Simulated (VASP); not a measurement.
# LiBe4 (P6/mmm) in VASP: a series of runs

Runs on LiBe4. Level: PBE. Tasks: single point.

Program: VASP 6.6.1. These are calculated values, not measurements. Logs are shortened: lines on timing, memory, paths and dates and some standing lists are left out, and cuts for length are marked.

**1. The cell of the first run**

It takes space group P6/mmm (No. 191, hexagonal). Conventional cell: a = 4.393 Å, b = 4.393 Å, c = 4.030 Å, α = 90.00°, β = 90.00°, γ = 120.00°. Li (site symmetry 6/mmm) has 8 Be at 2.01 to 2.20 Å within 2.7 Å. Be (site symmetry mmm) has 4 Be at 2.20 Å and 2 Li at 2.20 Å within 2.9 Å. Be (site symmetry 6/mmm) has 2 Li at 2.01 Å within 2.7 Å.

**2. Single point, PBE**

INCAR reads:

```
SYSTEM = LiBe4
PREC = Accurate
ENCUT = 750
EDIFF = 1E-6
ISMEAR = 0
SIGMA = 0.2
LREAL = .FALSE.
LASPH = .TRUE.
NELM = 120
ALGO = Normal
ISIF = 2
LWAVE = .FALSE.
LCHARG = .TRUE.
GGA = PE
LELF = .TRUE.
LVHAR = .TRUE.
NBANDS = 14
GGA_COMPAT = .FALSE.
```

KPOINTS reads:

```
Automatic mesh
0
G
  5 5 4
  0 0 0
```

POSCAR reads:

```
LiBe4
1.0
    4.3930767742      0.0000000034      0.0000000000
   -2.1965383901      3.8045160855      0.0000000000
    0.0000000000      0.0000000000      4.0298627404
Li Be
1 4
Direct
    0.0000000000      0.0000000000      0.0000000000
    0.5000000000      0.0000000000      0.0000000000
    0.0000000000      0.5000000000      0.0000000000
    0.5000000000      0.5000000000      0.0000000000
    0.0000000000      0.0000000000      0.5000000000
```

Potentials or basis: VASP PAW PBE potentials, release 64 (Li_sv, Be).

Launch:

```console
$ cat potpaw_PBE.64/Li_sv/POTCAR potpaw_PBE.64/Be/POTCAR > POTCAR
$ mpirun -np 1 vasp_std > vasp.out
```

OUTCAR:

```text
SYSTEM = LiBe4
   PREC = Accurate
   ENCUT = 750
   EDIFF = 1E-6
   ISMEAR = 0
   LREAL = .FALSE.
   LASPH = .TRUE.
   NELM = 120
   ISIF = 2
   GGA = PE

 ion  position               nearest neighbor table
   1  0.000  0.000  0.000-   5 2.01   5 2.01   4 2.20   4 2.20   3 2.20   3 2.20   2 2.20   2 2.20

   2  0.500  0.000  0.000-   3 2.20   3 2.20   4 2.20   4 2.20   1 2.20   1 2.20
   3  0.000  0.500  0.000-   2 2.20   2 2.20   1 2.20   1 2.20   4 2.20   4 2.20
   4  0.500  0.500  0.000-   1 2.20   1 2.20   2 2.20   2 2.20   3 2.20   3 2.20
   5  0.000  0.000  0.500-   1 2.01   1 2.01

  LATTYP: Found a hexagonal cell.
 ALAT       =     4.3930767742
 C/A-ratio  =     0.9173212642

  Lattice vectors:

 A1 = (   4.3930767742,   0.0000000034,   0.0000000000)
 A2 = (  -2.1965383901,   3.8045160855,   0.0000000000)
 A3 = (   0.0000000000,   0.0000000000,   4.0298627404)

Analysis of symmetry for initial positions (statically):
=====================================================================
 Subroutine PRICEL returns:
 Original cell was already a primitive cell.

 Routine SETGRP: Setting up the symmetry group for a
 hexagonal supercell.

 Subroutine GETGRP returns: Found 24 space group operations
 (whereof 24 operations were pure point group operations)
 out of a pool of 24 trial point group operations.

The static configuration has the point symmetry D_6h.

Analysis of symmetry for dynamics (positions and initial velocities):
=====================================================================
 Subroutine PRICEL returns:
 Original cell was already a primitive cell.

 Routine SETGRP: Setting up the symmetry group for a
 hexagonal supercell.

 Subroutine GETGRP returns: Found 24 space group operations
 (whereof 24 operations were pure point group operations)
 out of a pool of 24 trial point group operations.

The dynamic configuration has the point symmetry D_6h.

 Subroutine INISYM returns: Found 24 space group operations
 (whereof 24 operations are pure point group operations),
 and found     1 'primitive' translations

----------------------------------------------------------------------------------------

                                     Primitive cell

  volume of cell :      67.3532

  direct lattice vectors                    reciprocal lattice vectors
     4.393076774  0.000000003  0.000000000     0.227630895  0.131422759  0.000000000
    -2.196538390  3.804516085  0.000000000    -0.000000000  0.262845518  0.000000000
     0.000000000  0.000000000  4.029862740     0.000000000  0.000000000  0.248147410

  length of vectors
     4.393076774  4.393076774  4.029862740     0.262845518  0.262845518  0.248147410

  position of ions in fractional coordinates (direct lattice)
     0.000000000  0.000000000  0.000000000
     0.500000000  0.000000000  0.000000000
     0.000000000  0.500000000  0.000000000
     0.500000000  0.500000000  0.000000000
     0.000000000  0.000000000  0.500000000

  ion indices of the primitive-cell ions
   primitive index   ion index
                 1           1
                 2           2
                 3           3
                 4           4
                 5           5

----------------------------------------------------------------------------------------

 KPOINTS: Automatic mesh

Automatic generation of k-mesh.
 Grid dimensions read from file:
 generate k-points for:    5    5    4

 Generating k-lattice:

  Cartesian coordinates                     Fractional coordinates (reciprocal lattice)
     0.045526179  0.026284552  0.000000000     0.200000000  0.000000000  0.000000000
    -0.000000000  0.052569104  0.000000000     0.000000000  0.200000000  0.000000000
     0.000000000  0.000000000  0.062036852     0.000000000  0.000000000  0.250000000

  Length of vectors
     0.052569104  0.052569104  0.062036852

  Shift w.r.t. Gamma in fractional coordinates (k-lattice)
     0.000000000  0.000000000  0.000000000

 Subroutine IBZKPT returns following result:
 ===========================================

 Found     15 irreducible k-points:

 Following reciprocal coordinates:
            Coordinates               Weight
  0.000000  0.000000  0.000000      1.000000
  0.200000  0.000000  0.000000      6.000000
  0.400000 -0.000000  0.000000      6.000000
  0.200000  0.200000  0.000000      6.000000
  0.400000  0.200000  0.000000      6.000000
  0.000000  0.000000  0.250000      2.000000
  0.200000  0.000000  0.250000     12.000000
  0.400000 -0.000000  0.250000     12.000000
  0.200000  0.200000  0.250000     12.000000
  0.400000  0.200000  0.250000     12.000000
  0.000000  0.000000  0.500000      1.000000
  0.200000  0.000000  0.500000      6.000000
  0.400000 -0.000000  0.500000      6.000000
  0.200000  0.200000  0.500000      6.000000
  0.400000  0.200000  0.500000      6.000000
   k-points           NKPTS =     15   k-points in BZ     NKDIM =     15   number of bands    NBANDS=     14
   number of dos      NEDOS =    301   number of ions     NIONS =      5
   total plane-waves  NPLWV =  57600
   dimension x,y,z NGX =    40 NGY =   40 NGZ =   36
   dimension x,y,z NGXF=    80 NGYF=   80 NGZF=   72
   ions per type =               1   4
   NGX,Y,Z   is equivalent  to a cutoff of  15.14, 15.14, 14.85 a.u.
   NGXF,Y,Z  is equivalent  to a cutoff of  30.27, 30.27, 29.70 a.u.
 SYSTEM =  LiBe4
   PREC   = accura    normal or accurate (medium, high low for compatibility)
   ISTART =      0    job   : 0-new  1-cont  2-samecut
   ICHARG =      2    charge: 1-file 2-atom 10-const
   ISPIN  =      1    spin polarized calculation?
   LNONCOLLINEAR =      F non collinear calculations
   LSORBIT =      F    spin-orbit coupling
   LASPH  =      T    aspherical Exc in radial PAW
   ENCUT  =  750.0 eV  55.12 Ry    7.42 a.u.   9.81  9.81  9.00*2*pi/ulx,y,z
   NELM   =    120;   NELMIN=  2; NELMDL= -5     # of ELM steps
   EDIFF  = 0.1E-05   stopping-criterion for ELM
   LREAL  =      F    real-space projection
   EDIFFG = 0.1E-04   stopping-criterion for IOM
   NSW    =      0    number of steps for IOM
   IBRION =     -1    ionic relax: 0-MD 1-quasi-New 2-CG
   NFREE  =      0    steps in history (QN), initial steepest desc. (CG)
   ISIF   =      2    stress and relaxation
   ISYM   =      2    0-nonsym 1-usesym 2-fastsym
   POTIM  = 0.5000    time-step for ionic-motion
   TEBEG  =    0.0;   TEEND  =   0.0 temperature during run
   PSTRESS=    0.0 pullay stress
   NELECT =      11.0000    total number of electrons
   NUPDOWN=      -1.0000    fix difference up-down
   EMIN   =  10.00;   EMAX   =-10.00  energy-range for DOS
   EFERMI =   0.00;   METHOD = LEGACY
   ISMEAR =     0;   SIGMA  =   0.20  broadening in eV -4-tet -1-fermi 0-gaus
   EFERMI_NEDOS =   21; number of points for ismear=-14 and -15
   IALGO  =     38    algorithm
   IMIX   =      4    mixing-type and parameters
     AMIX     =   0.40;   BMIX     =  1.00
     AMIX_MAG =   1.60;   BMIX_MAG =  1.00
  volume/ion in A,a.u.               =      13.47        90.90
  Fermi-wavevector in a.u.,A,eV,Ry     =   0.894855  1.691032 10.895087  0.800766
  Thomas-Fermi vector in A             =   2.017114
   LORBIT       =      0    0 simple, 1 ext, 2 COOP (PROOUT), +10 PAW based schemes
   GGA     = PE    functional components
   LHFCALC =     F    Hartree Fock is set to
   AEXX    =    0.0000 exact exchange contribution
   IVDW    =     0    specifies the selected vdW correction
   LEPSILON=     F    determine dielectric tensor
   LRPA    =     F    only Hartree local field effects (RPA)
 non-spin polarized calculation
 Gauss-broadening in eV      SIGMA  =   0.20
  energy-cutoff  :      750.00
  volume of cell :       67.35
 maximum number of plane-waves:      3173
 NGX is ok and might be reduce to    40
   NGX = 19   NGY = 19   NGZ = 17

 number of electron      10.9999997 magnetization

 Free energy of the ion-electron system (eV)
  ---------------------------------------------------
  ext. energy  EPLUGINS =         0.00000000
  ---------------------------------------------------
  free energy    TOTEN  =       -11.89051987 eV

  energy without entropy =      -11.85566794  energy(sigma->0) =      -11.87309391

 E-fermi :   1.9419     XC(G=0):  -8.5132

 val. band max:        1.9065541207   @ k =   0.0000   0.0000   0.5000
 cond. band min:       1.9826638290   @ k =   0.2000   0.2000   0.0000
 fundamental gap:      0.0761097083
 Fermi energy:         1.9419361423

 k-point     1 :       0.0000    0.0000    0.0000
  band No.  band energies     occupation
      1     -42.2825      2.00000
      2      -4.8368      2.00000
      3       0.7238      2.00000
      4       0.9557      2.00000
      5       0.9796      2.00000
      6       0.9796      2.00000
      7       3.5499      0.00000
      8       5.7961      0.00000
      9       5.7961      0.00000
     10       7.7505      0.00000
     11       8.4548      0.00000
     12       8.4548      0.00000
     13       8.6413      0.00000
     14      10.1024      0.00000

 k-point     2 :       0.2000    0.0000    0.0000
  band No.  band energies     occupation
      1     -42.2825      2.00000
      2      -4.5423      2.00000
      3      -0.3604      2.00000
      4       0.7502      2.00000
      5       0.8085      2.00000
      6       1.3135      1.99999
      7       4.0929      0.00000
      8       6.4203      0.00000
      9       6.7668      0.00000
     10       6.9368      0.00000
     11       7.9315      0.00000
     12       8.4996      0.00000
     13       8.8746      0.00000
     14       9.5384      0.00000

 k-point     3 :       0.4000   -0.0000    0.0000
  band No.  band energies     occupation
      1     -42.2827      2.00000
      2      -3.6794      2.00000
      3      -2.1667      2.00000
      4       0.5726      2.00000
      5       0.6456      2.00000
      6       2.2584      0.02525
      7       4.8164      0.00000
      8       5.1595      0.00000
      9       6.4516      0.00000
     10       7.7861      0.00000
     11       8.1387      0.00000
     12       8.5123      0.00000
     13       8.9492      0.00000
     14       9.0574      0.00000

 k-point     4 :       0.2000    0.2000    0.0000
  band No.  band energies     occupation
      1     -42.2826      2.00000
      2      -3.9590      2.00000
      3      -1.2147      2.00000
      4      -0.8880      2.00000
      5       1.9827      0.77336
      6       2.0434      0.47327
      7       4.5035      0.00000
      8       5.6572      0.00000
      9       6.5608      0.00000
     10       6.9483      0.00000
     11       7.4051      0.00000
     12       7.6946      0.00000
     13       9.7991      0.00000
     14      10.3809      0.00000

 k-point     5 :       0.4000    0.2000    0.0000
  band No.  band energies     occupation
      1     -42.2827      2.00000
      2      -2.9847      2.00000
      3      -2.5813      2.00000
      4      -1.2480      2.00000
      5       2.6720      0.00000
      6       2.7455      0.00000
      7       4.6428      0.00000
      8       5.0231      0.00000
      9       5.9891      0.00000
     10       6.1742      0.00000
     11       7.2932      0.00000
[... 123 lines left out ...]
 k-point    13 :       0.4000   -0.0000    0.5000
  band No.  band energies     occupation
      1     -42.2831      2.00000
      2      -2.5537      2.00000
      3      -1.1275      2.00000
      4      -1.0461      2.00000
      5       0.9931      2.00000
      6       1.3624      1.99996
      7       1.7473      1.83134
      8       3.9320      0.00000
      9       5.7218      0.00000
     10       8.3912      0.00000
     11       8.4029      0.00000
     12       9.8965      0.00000
     13      10.1311      0.00000
     14      10.9268      0.00000

 k-point    14 :       0.2000    0.2000    0.5000
  band No.  band energies     occupation
      1     -42.2831      2.00000
      2      -2.7873      2.00000
      3      -1.3768      2.00000
      4      -0.4552      2.00000
      5       0.3196      2.00000
      6       2.0156      0.60241
      7       2.8445      0.00000
      8       2.8503      0.00000
      9       6.6618      0.00000
     10       7.9082      0.00000
     11       8.0665      0.00000
     12       8.8596      0.00000
     13      10.3257      0.00000
     14      10.6606      0.00000

 k-point    15 :       0.4000    0.2000    0.5000
  band No.  band energies     occupation
      1     -42.2832      2.00000
      2      -2.0043      2.00000
      3      -1.4843      2.00000
      4      -0.3688      2.00000
      5      -0.0906      2.00000
      6       0.6491      2.00000
      7       2.1994      0.06866
      8       3.5639      0.00000
      9       6.3665      0.00000
     10       7.6942      0.00000
     11       9.0581      0.00000
     12       9.9836      0.00000
     13      10.6246      0.00000
     14      12.0907      0.00000

------------------------ aborting loop because EDIFF is reached ----------------------------------------

  FORCE on cell =-STRESS in cart. coord.  units (eV):
  Direction    XX          YY          ZZ          XY          YZ          ZX
  --------------------------------------------------------------------------------------
  -------------------------------------------------------------------------------------
  Total        0.1339020      0.1339020      0.0706415     -0.0000000     -0.0000000      0.0000000
  in kB        3.1852178      3.1852178      1.6803963     -0.0000000     -0.0000000      0.0000000
  external PRESSURE =       2.6836107 kB  Pullay stress =       0.0000000 kB

 VOLUME and BASIS-vectors are now :
 -----------------------------------------------------------------------------
  energy-cutoff  :      750.00
  volume of cell :       67.35
      direct lattice vectors                 reciprocal lattice vectors
     4.393076774  0.000000003  0.000000000     0.227630895  0.131422759  0.000000000
    -2.196538390  3.804516085  0.000000000    -0.000000000  0.262845518  0.000000000
     0.000000000  0.000000000  4.029862740     0.000000000  0.000000000  0.248147410

 POSITION                                       TOTAL-FORCE (eV/Angst)
 -----------------------------------------------------------------------------------
      0.00000      0.00000      0.00000        -0.000000      0.000000      0.000000
      2.19654      0.00000      0.00000        -0.000000      0.000000      0.000000
     -1.09827      1.90226      0.00000        -0.000000      0.000000      0.000000
      1.09827      1.90226      0.00000         0.000000      0.000000      0.000000
      0.00000      0.00000      2.01493        -0.000000      0.000000      0.000000
 -----------------------------------------------------------------------------------
    total drift:                                0.000000     -0.000000     -0.000000

  FREE ENERGIE OF THE ION-ELECTRON SYSTEM (eV)
  ---------------------------------------------------
  free  energy   TOTEN  =       -11.8905198749 eV

  energy  without entropy=      -11.8556679408  energy(sigma->0) =      -11.87309391
```

Run time: 44 s. Hardware: 1 thread of Intel Xeon 8259CL, shared host; peak memory 0.23 GiB.

What came out:

| Quantity | Value |
| --- | --- |
| Free energy | -11.8905 eV |
| Pressure | 0.3 GPa |

Stress tensor (GPa, compression positive):
```
0.32 0.00 0.00
0.00 0.32 0.00
0.00 0.00 0.17
```

Levels at points of the mesh, in eV from the Fermi level:
| k point | band 2 | band 3 | band 4 | band 5 | band 6 | band 7 | band 8 | band 9 | band 10 | band 11 |
| --- | --- | --- | --- | --- | --- | --- | --- | --- | --- | --- |
| (0.00, 0.00, 0.00) | -6.78 | -1.22 | -0.99 | -0.96 | -0.96 | 1.61 | 3.85 | 3.85 | 5.81 | 6.51 |
| (0.00, 0.00, 0.50) | -5.50 | -4.39 | -0.97 | -0.04 | -0.04 | 3.31 | 3.31 | 4.56 | 4.64 | 5.12 |

Caveat: the k points lie up to 0.39 Å⁻¹ apart.

**3. Single point, PBE**

This run uses another cell than the first one, of 14.70 Å³/atom, 1.091 times its volume.

INCAR reads:

```
ALGO = Normal ; EDIFF = 1E-6
ENCUT = 750 ; GGA = PE
GGA_COMPAT = False ; ISIF = 2
ISMEAR = 0 ; LASPH = True
LCHARG = False ; LREAL = False
LWAVE = False ; NBANDS = 14
NELM = 120 ; PREC = Accurate
SIGMA = 0.2
```

KPOINTS reads:

```
k-points
0
Gamma
  5 5 4
```

POSCAR reads:

```
LiBe4
1.0
    4.2189679197      0.0000000000      0.0000000000
   -2.1094839598      3.6537333962      0.0000000000
    0.0000000000      0.0000000000      4.7673120343
Li Be
1 4
Direct
    0.0000000000      0.0000000000      0.0000000000
    0.5000075283      0.4999924717      0.5000000000
    0.5000075283      1.0000150567      0.5000000000
   -0.0000150567      0.4999924717      0.5000000000
    0.0000000000      0.0000000000      0.5000000000
```

Potentials or basis: VASP PAW PBE potentials, release 64 (Li_sv, Be).

Launch:

```console
$ cat potpaw_PBE.64/Li_sv/POTCAR potpaw_PBE.64/Be/POTCAR > POTCAR
$ mpirun -np 1 vasp_std > vasp.out
```

It took 53 s on 1 thread of Intel Xeon 8259CL, shared host; peak memory 0.25 GiB.

The run converged. Its results:

```
Free energy : -15.2274 eV
Pressure    : -0.2 GPa
```

Stress tensor (GPa, compression positive):
```
-0.32  0.00  0.00
 0.00 -0.32  0.00
 0.00  0.00  0.11
```

Levels at points of the mesh, in eV from the Fermi level:
```
           k point  band 2  band 3  band 4  band 5  band 6  band 7  band 8  band 9  band 10  band 11
(0.00, 0.00, 0.00)   -7.19   -1.99   -1.35   -1.35   -1.17    2.40    4.76    4.87     4.87     6.51
(0.00, 0.00, 0.50)   -6.94   -3.25   -1.22   -1.22   -1.10    4.44    5.38    5.38     6.26     6.55
```
